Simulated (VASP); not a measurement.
# Ba (Im-3m) in VASP: further runs

Ba is run at these levels: r2SCAN+D3(BJ); tasks: single point.

All numbers are computed with VASP 6.6.1; they aren't measurements. Logs are shortened: lines on timing, memory, paths and dates and some standing lists are left out, and cuts for length are marked.

## Step 1: The cell of the first run

The structure is cubic, space group Im-3m (No. 229). Conventional cell: a = 5.009 Å, b = 5.009 Å, c = 5.009 Å, α = 90.00°, β = 90.00°, γ = 90.00°. Within 5.7 Å of Ba (site symmetry m-3m) lie 14 Ba at 4.34 to 5.01 Å.

## Step 2: Single point, r2SCAN+D3(BJ)

The input, POSCAR:

```
Ba
1.0
    2.5045499257      2.5045499257      2.5045499257
   -2.5045499257      2.5045499257      2.5045499257
   -2.5045499257     -2.5045499257      2.5045499257
Ba
1
Direct
    0.0000000000      0.0000000000      0.0000000000
```

The input, INCAR.step1:

```
SYSTEM = Ba
  PREC = Accurate
  ENCUT = 550
  ISMEAR = -1
  SIGMA = 0.05
  LREAL = .FALSE.
  LASPH = .TRUE.
  NELM = 120
  NBANDS = 11
  GGA = PE
  ALGO = Normal
  EDIFF = 1E-5
  LWAVE = .TRUE.
  LCHARG = .FALSE.
  GGA_COMPAT = .FALSE.
```

The input, INCAR.step2:

```
SYSTEM = Ba
  PREC = Accurate
  ENCUT = 550
  EDIFF = 1E-6
  ISMEAR = -1
  SIGMA = 0.05
  LREAL = .FALSE.
  LASPH = .TRUE.
  NELM = 120
  ALGO = Normal
  ISIF = 2
  LWAVE = .FALSE.
  LCHARG = .TRUE.
  METAGGA = R2SCAN
  LMIXTAU = .TRUE.
  IVDW = 12
  VDW_S6 = 1.0
  VDW_S8 = 0.78981345
  VDW_A1 = 0.49484001
  VDW_A2 = 5.73083694
  LELF = .TRUE.
  LVHAR = .TRUE.
  NBANDS = 11
  ISTART = 1
  GGA_COMPAT = .FALSE.
```

The input, KPOINTS:

```
regular mesh
0
G
  7 7 7
  0 0 0
```

Potentials or basis: VASP PAW PBE potentials, release 64 (Ba_sv).

Command:

```bash
> cat potpaw_PBE.64/Ba_sv/POTCAR > POTCAR
> cp INCAR.step1 INCAR
> mpirun -np 1 vasp_std > vasp.out
> cp INCAR.step2 INCAR
> mpirun -np 1 vasp_std > vasp.out
```

OUTCAR:

```text
SYSTEM = Ba
   PREC = Accurate
   ENCUT = 550
   EDIFF = 1E-6
   ISMEAR = -1
   LREAL = .FALSE.
   LASPH = .TRUE.
   NELM = 120
   ISIF = 2
   METAGGA = R2SCAN
   IVDW = 12
   ISTART = 1
 IVDW          = 12

 ion  position               nearest neighbor table
   1  0.000  0.000  0.000-

  LATTYP: Found a body centered cubic cell.
 ALAT       =     5.0090998514

  Lattice vectors:

 A1 = (   2.5045499257,  -2.5045499257,  -2.5045499257)
 A2 = (   2.5045499257,   2.5045499257,   2.5045499257)
 A3 = (  -2.5045499257,  -2.5045499257,   2.5045499257)

Analysis of symmetry for initial positions (statically):
=====================================================================
 Subroutine PRICEL returns:
 Original cell was already a primitive cell.

 Routine SETGRP: Setting up the symmetry group for a
 body centered cubic supercell.

 Subroutine GETGRP returns: Found 48 space group operations
 (whereof 48 operations were pure point group operations)
 out of a pool of 48 trial point group operations.

The static configuration has the point symmetry O_h .

Analysis of symmetry for dynamics (positions and initial velocities):
=====================================================================
 Subroutine PRICEL returns:
 Original cell was already a primitive cell.

 Routine SETGRP: Setting up the symmetry group for a
 body centered cubic supercell.

 Subroutine GETGRP returns: Found 48 space group operations
 (whereof 48 operations were pure point group operations)
 out of a pool of 48 trial point group operations.

The dynamic configuration has the point symmetry O_h .

 Subroutine INISYM returns: Found 48 space group operations
 (whereof 48 operations are pure point group operations),
 and found     1 'primitive' translations

----------------------------------------------------------------------------------------

                                     Primitive cell

  volume of cell :      62.8419

  direct lattice vectors                    reciprocal lattice vectors
     2.504549926  2.504549926  2.504549926     0.199636667  0.000000000  0.199636667
    -2.504549926  2.504549926  2.504549926    -0.199636667  0.199636667  0.000000000
    -2.504549926 -2.504549926  2.504549926     0.000000000 -0.199636667  0.199636667

  length of vectors
     4.338007721  4.338007721  4.338007721     0.282328882  0.282328882  0.282328882

  position of ions in fractional coordinates (direct lattice)
     0.000000000  0.000000000  0.000000000

  ion indices of the primitive-cell ions
   primitive index   ion index
                 1           1

----------------------------------------------------------------------------------------

 KPOINTS: regular mesh

Automatic generation of k-mesh.
 Grid dimensions read from file:
 generate k-points for:    7    7    7

 Generating k-lattice:

  Cartesian coordinates                     Fractional coordinates (reciprocal lattice)
     0.028519524  0.000000000  0.028519524     0.142857143  0.000000000  0.000000000
    -0.028519524  0.028519524  0.000000000     0.000000000  0.142857143  0.000000000
     0.000000000 -0.028519524  0.028519524     0.000000000  0.000000000  0.142857143

  Length of vectors
     0.040332697  0.040332697  0.040332697

  Shift w.r.t. Gamma in fractional coordinates (k-lattice)
     0.000000000  0.000000000  0.000000000

 Subroutine IBZKPT returns following result:
 ===========================================

 Found     20 irreducible k-points:

 Following reciprocal coordinates:
            Coordinates               Weight
  0.000000  0.000000  0.000000      1.000000
  0.142857  0.000000  0.000000     12.000000
  0.285714  0.000000  0.000000     12.000000
  0.428571  0.000000  0.000000     12.000000
  0.285714  0.142857 -0.000000     24.000000
  0.428571  0.142857  0.000000     48.000000
[... 12 lines left out ...]
 -0.428571  0.428571  0.285714      8.000000
  0.428571  0.428571  0.428571      6.000000
   k-points           NKPTS =     20   k-points in BZ     NKDIM =     20   number of bands    NBANDS=     11
   number of dos      NEDOS =    301   number of ions     NIONS =      1
   total plane-waves  NPLWV =  46656
   dimension x,y,z NGX =    36 NGY =   36 NGZ =   36
   dimension x,y,z NGXF=    72 NGYF=   72 NGZF=   72
   ions per type =               1
   NGX,Y,Z   is equivalent  to a cutoff of  13.80, 13.80, 13.80 a.u.
   NGXF,Y,Z  is equivalent  to a cutoff of  27.59, 27.59, 27.59 a.u.
 SYSTEM =  Ba
   PREC   = accura    normal or accurate (medium, high low for compatibility)
   ISTART =      1    job   : 0-new  1-cont  2-samecut
   ICHARG =      0    charge: 1-file 2-atom 10-const
   ISPIN  =      1    spin polarized calculation?
   LNONCOLLINEAR =      F non collinear calculations
   LSORBIT =      F    spin-orbit coupling
   LASPH  =      T    aspherical Exc in radial PAW
   ENCUT  =  550.0 eV  40.42 Ry    6.36 a.u.   8.30  8.30  8.30*2*pi/ulx,y,z
   NELM   =    120;   NELMIN=  2; NELMDL=  0     # of ELM steps
   EDIFF  = 0.1E-05   stopping-criterion for ELM
   LREAL  =      F    real-space projection
   EDIFFG = 0.1E-04   stopping-criterion for IOM
   NSW    =      0    number of steps for IOM
   IBRION =     -1    ionic relax: 0-MD 1-quasi-New 2-CG
   NFREE  =      0    steps in history (QN), initial steepest desc. (CG)
   ISIF   =      2    stress and relaxation
   ISYM   =      2    0-nonsym 1-usesym 2-fastsym
   POTIM  = 0.5000    time-step for ionic-motion
   TEBEG  =    0.0;   TEEND  =   0.0 temperature during run
   PSTRESS=    0.0 pullay stress
   NELECT =      10.0000    total number of electrons
   NUPDOWN=      -1.0000    fix difference up-down
   EMIN   =  10.00;   EMAX   =-10.00  energy-range for DOS
   EFERMI =   0.00;   METHOD = LEGACY
   ISMEAR =    -1;   SIGMA  =   0.05  broadening in eV -4-tet -1-fermi 0-gaus
   EFERMI_NEDOS =   21; number of points for ismear=-14 and -15
   IALGO  =     38    algorithm
   IMIX   =      4    mixing-type and parameters
     AMIX     =   0.40;   BMIX     =  1.00
     AMIX_MAG =   1.60;   BMIX_MAG =  1.00
  volume/ion in A,a.u.               =      62.84       424.08
  Fermi-wavevector in a.u.,A,eV,Ry     =   0.887139  1.676450 10.708004  0.787016
  Thomas-Fermi vector in A             =   2.008398
   LORBIT       =      0    0 simple, 1 ext, 2 COOP (PROOUT), +10 PAW based schemes
   METAGGA = R2SCAN    functional components
   LHFCALC =     F    Hartree Fock is set to
   AEXX    =    0.0000 exact exchange contribution
   IVDW    =    12    specifies the selected vdW correction
   LEPSILON=     F    determine dielectric tensor
   LRPA    =     F    only Hartree local field effects (RPA)
 non-spin polarized calculation
  energy-cutoff  :      550.00
  volume of cell :       62.84
 maximum number of plane-waves:      1878
 NGX is ok and might be reduce to    36
   NGX = 17   NGY = 17   NGZ = 17

 number of electron      10.0000001 magnetization

 Free energy of the ion-electron system (eV)
  ---------------------------------------------------
  ext. energy  EPLUGINS =         0.00000000
  ---------------------------------------------------
  free energy    TOTEN  =       -26.42874303 eV

  energy without entropy =      -26.41266223  energy(sigma->0) =      -26.42070263

 E-fermi :   1.6882     XC(G=0):  -7.8378

 val. band max:        1.6837241113   @ k =   0.4286   0.2857   0.2857
 cond. band min:       2.0741259519   @ k =  -0.4286   0.2857   0.1429
 fundamental gap:      0.3904018405
 Fermi energy:         1.6882297593

 k-point     1 :       0.0000    0.0000    0.0000
  band No.  band energies     occupation
      1     -28.1724      2.00000
      2     -12.7028      2.00000
      3     -12.7028      2.00000
      4     -12.7028      2.00000
      5      -1.1477      2.00000
      6       3.8770      0.00000
      7       3.8770      0.00000
      8       3.8770      0.00000
      9       5.2308      0.00000
     10       5.2308      0.00000
     11       9.0359      0.00000

 k-point     2 :       0.1429    0.0000    0.0000
  band No.  band energies     occupation
      1     -28.1635      2.00000
      2     -12.7990      2.00000
      3     -12.7314      2.00000
      4     -12.7038      2.00000
      5      -0.7570      2.00000
      6       3.5595      0.00000
      7       3.6008      0.00000
      8       4.2750      0.00000
      9       4.9039      0.00000
     10       5.2137      0.00000
     11       9.4371      0.00000

 k-point     3 :       0.2857    0.0000    0.0000
  band No.  band energies     occupation
      1     -28.1434      2.00000
      2     -13.0048      2.00000
      3     -12.7945      2.00000
      4     -12.7061      2.00000
      5       0.1689      2.00000
      6       2.8767      0.00000
      7       3.0115      0.00000
      8       5.1102      0.00000
      9       5.3492      0.00000
     10       5.4027      0.00000
     11       9.1150      0.00000

 k-point     4 :       0.4286    0.0000    0.0000
  band No.  band energies     occupation
      1     -28.1273      2.00000
      2     -13.1607      2.00000
      3     -12.8441      2.00000
      4     -12.7080      2.00000
      5       0.8040      2.00000
      6       2.6660      0.00000
      7       2.8529      0.00000
      8       5.3075      0.00000
      9       5.7417      0.00000
     10       6.9244      0.00000
     11       7.8846      0.00000
[... 183 lines left out ...]
 k-point    18 :       0.4286    0.2857    0.2857
  band No.  band energies     occupation
      1     -28.1062      2.00000
      2     -13.0730      2.00000
      3     -12.9516      2.00000
      4     -12.9089      2.00000
      5       1.4666      1.97651
      6       1.6837      1.04503
      7       4.1163      0.00000
      8       4.1305      0.00000
      9       6.0185      0.00000
     10       6.5570      0.00000
     11       8.8272      0.00000

 k-point    19 :      -0.4286    0.4286    0.2857
  band No.  band energies     occupation
      1     -28.1000      2.00000
      2     -13.0382      2.00000
      3     -13.0382      2.00000
      4     -12.9191      2.00000
      5       1.4604      1.97921
      6       1.4604      1.97921
      7       3.8521      0.00000
      8       5.6240      0.00000
      9       5.6240      0.00000
     10       7.7118      0.00000
     11       8.0193      0.00000

 k-point    20 :       0.4286    0.4286    0.4286
  band No.  band energies     occupation
      1     -28.0944      2.00000
      2     -13.0282      2.00000
      3     -13.0094      2.00000
      4     -13.0094      2.00000
      5       1.2252      1.99981
      6       1.2305      1.99979
      7       5.4756      0.00000
      8       5.4756      0.00000
      9       5.9722      0.00000
     10       6.5719      0.00000
     11       8.0310      0.00000

------------------------ aborting loop because EDIFF is reached ----------------------------------------

 Edisp (eV)   -0.09526

 E8    (eV) :    -0.0463

  FORCE on cell =-STRESS in cart. coord.  units (eV):
  Direction    XX          YY          ZZ          XY          YZ          ZX
  --------------------------------------------------------------------------------------
  -------------------------------------------------------------------------------------
  Total       0.05527     0.05527     0.05527    -0.00000     0.00000     0.00000
  in kB       1.40901     1.40901     1.40901    -0.00000     0.00000     0.00000
  external pressure =        1.41 kB  Pullay stress =        0.00 kB

 VOLUME and BASIS-vectors are now :
 -----------------------------------------------------------------------------
  energy-cutoff  :      550.00
  volume of cell :       62.84
      direct lattice vectors                 reciprocal lattice vectors
     2.504549926  2.504549926  2.504549926     0.199636667  0.000000000  0.199636667
    -2.504549926  2.504549926  2.504549926    -0.199636667  0.199636667  0.000000000
    -2.504549926 -2.504549926  2.504549926     0.000000000 -0.199636667  0.199636667

 POSITION                                       TOTAL-FORCE (eV/Angst)
 -----------------------------------------------------------------------------------
      0.00000      0.00000      0.00000         0.000000     -0.000000     -0.000000
 -----------------------------------------------------------------------------------
    total drift:                                0.000000      0.000000      0.000000

  FREE ENERGIE OF THE ION-ELECTRON SYSTEM (eV)
  ---------------------------------------------------
  free  energy   TOTEN  =       -26.5240080161 eV

  energy  without entropy=      -26.5079272157  energy(sigma->0) =      -26.51596762
```

Wall time 76 s (1 thread of Intel Xeon 8259CL, shared host); peak memory 0.22 GiB.

Results:

- Free energy: -26.5240 eV
- Pressure: 0.1 GPa
- Band gap on the k mesh: zero (bands 5 and 6 overlap by 0.87 eV)
- Dispersion energy per atom: -0.095 eV

Caveat: the PAW data sets were made with another functional, which shifts forces and pressure a little; spin-orbit coupling is left out, which moves the levels of the heavy elements.

## Step 3: Single point, r2SCAN+D3(BJ)

This run uses another cell than the first one, of 63.48 Å³/atom.

The input, POSCAR:

```
Ba
1.0
    2.5129545187      2.5129545187      2.5129545187
   -2.5129545187      2.5129545187      2.5129545187
   -2.5129545187     -2.5129545187      2.5129545187
Ba
1
Direct
    0.0000000000      0.0000000000      0.0000000000
```

The input, INCAR.step1:

```
PREC = Accurate
ENCUT = 550
ISMEAR = -1
SIGMA = 0.05
LREAL = F
LASPH = T
NELM = 120
NBANDS = 11
GGA = PE
ALGO = Normal
EDIFF = 1E-5
LWAVE = T
LCHARG = F
GGA_COMPAT = F
```

The input, INCAR.step2:

```
PREC = Accurate
ENCUT = 550
EDIFF = 1E-6
ISMEAR = -1
SIGMA = 0.05
LREAL = F
LASPH = T
NELM = 120
ALGO = Normal
ISIF = 2
LWAVE = F
LCHARG = F
METAGGA = R2SCAN
LMIXTAU = T
IVDW = 12
VDW_S6 = 1.0
VDW_S8 = 0.78981345
VDW_A1 = 0.49484001
VDW_A2 = 5.73083694
NBANDS = 11
ISTART = 1
GGA_COMPAT = F
```

The input, KPOINTS:

```
Automatic mesh
0
Gamma
  7 7 7
```

Potentials or basis: VASP PAW PBE potentials, release 64 (Ba_sv).

Command:

```bash
> cat potpaw_PBE.64/Ba_sv/POTCAR > POTCAR
> cp INCAR.step1 INCAR
> mpirun -np 1 vasp_std > vasp.out
> cp INCAR.step2 INCAR
> mpirun -np 1 vasp_std > vasp.out
```

Wall time 77 s (1 thread of Intel Xeon 8259CL, shared host); peak memory 0.22 GiB.

The run converged. Its results:

| Property | Result |
| --- | --- |
| Free energy | -26.5244 eV |
| Pressure | 0.1 GPa |
| Band gap on the k mesh | zero (bands 5 and 6 overlap by 0.85 eV) |
| Dispersion energy per atom | -0.094 eV |

Levels at points of the mesh, in eV from the Fermi level:
| k point | band 3 | band 4 | band 5 | band 6 | band 7 | band 8 |
| --- | --- | --- | --- | --- | --- | --- |
| (0.00, 0.00, 0.00) | -14.41 | -14.41 | -2.83 | 2.18 | 2.18 | 2.18 |

Caveat: the PAW data sets were made with another functional, which shifts forces and pressure a little; spin-orbit coupling is left out, which moves the levels of the heavy elements.
